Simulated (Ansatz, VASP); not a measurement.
## TiSi: VASP beside Ansatz

The input POSCAR:

```
TiSi
1.0
    1.8161780000     -2.1176240000      0.0000000000
    1.8161780000      2.1176240000      0.0000000000
    0.0000000000      0.0000000000      3.8039340000
Ti Si
1 1
Direct
    0.5000000000      0.5000000000      0.0000000000
    0.0000000000      0.0000000000      0.5000000000
```

File INCAR.step1:

```
  PREC = Accurate
  ENCUT = 520
  ISMEAR = -1
  SIGMA = 0.05
  LREAL = False
  LASPH = True
  NELM = 100
  NBANDS = 15
  GGA = PE
  ALGO = Normal
  EDIFF = 1E-4
  LWAVE = True
  LCHARG = False
```

The input INCAR.step2:

```
  PREC = Accurate
  ENCUT = 520
  EDIFF = 1E-6
  ISMEAR = -1
  SIGMA = 0.05
  LREAL = False
  LASPH = True
  NELM = 100
  ALGO = Normal
  ISIF = 2
  LWAVE = False
  LCHARG = False
  METAGGA = R2SCAN
  LMIXTAU = True
  NBANDS = 15
  ISTART = 1
```

KPOINTS

```
Automatic mesh
0
Gamma
  14 14 10
```

Input for Ansatz:

```yaml
crystal:
  lattice:
    - [1.816178, -2.117624, 0.0]
    - [1.816178, 2.117624, 0.0]
    - [0.0, 0.0, 3.803934]
  atoms:
    - { symbol: Ti, position: [0.5, 0.5, 0.0] }
    - { symbol: Si, position: [0.0, 0.0, 0.5] }
kpoints:
  mp_grid: { grid: [14, 14, 10] }
scf:
  occupations: { method: fermi_dirac, width: 0.05 }
  lower_state_search: "off"
hamiltonian:
  xc: r2scan
  pseudopotentials: { kind: paw }
output:
  forces: true
  stress: true
  eigenvalues: true
  populations: true
  dos: { projected: true, de: 0.1, e_range: [-8, 5] }
```

Alike in both runs: task single point; functional r2SCAN; k mesh 14 × 14 × 10; occupations fermi-dirac, width 0.05 eV; no spin polarisation.

|  | VASP | Ansatz |
| --- | --- | --- |
| version | VASP 6.6.1 | Ansatz 0.2.0 |
| potentials or method | VASP PAW PBE potentials, release 64 (Ti_sv, Si) | PAW with Ansatz's default frozen-core files, scalar-relativistic |
| plane-wave cutoff (eV) | 520 | 500 |
| valence electrons in the cell | 16 | 16 |

VASP gave:

```
pressure (GPa)                                                : -1.4
traceless stress, the component that is largest in VASP (GPa) : -0.34
```

Which values does Ansatz return?

Pressure (GPa): -1.8; traceless stress, the component that is largest in VASP (GPa): -0.44.

VASP's potentials were made for PBE, not for r2SCAN.
